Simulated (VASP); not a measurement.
Here is a VASP 6.6.1 calculation.

INCAR

```
SYSTEM = Pt
ALGO = Normal ; EDIFF = 1E-6
ENCUT = 520 ; GGA = PE
ISIF = 2 ; ISMEAR = 1
LASPH = .TRUE. ; LCHARG = .FALSE.
LREAL = .FALSE. ; LWAVE = .FALSE.
NBANDS = 11 ; NELM = 60
PREC = Accurate ; SIGMA = 0.05
```

KPOINTS

```
k-points
0
G
  13 13 13
  0 0 0
```

Contents of POSCAR:

```
Pt
1.0
    0.0000000000      1.9276579849      1.9276579849
    1.9276579849      0.0000000000      1.9276579849
    1.9276579849      1.9276579849      0.0000000000
Pt
1
Direct
    0.0000000000      0.0000000000      0.0000000000
```

Potentials or basis: VASP PAW PBE potentials, release 64 (Pt).

Command:

```sh
$ cat potpaw_PBE.64/Pt/POTCAR > POTCAR
$ mpirun -np 1 vasp_std > vasp.out
```

(1) Estimate the band gap on the k mesh.

(2) Estimate the pressure.

Answers

(1) zero (band 5 reaches 12.75 eV, above the bottom of band 6 at 10.38 eV).

(2) 27.0 GPa.

Caveat: spin-orbit coupling is left out, which moves the levels of the heavy elements.
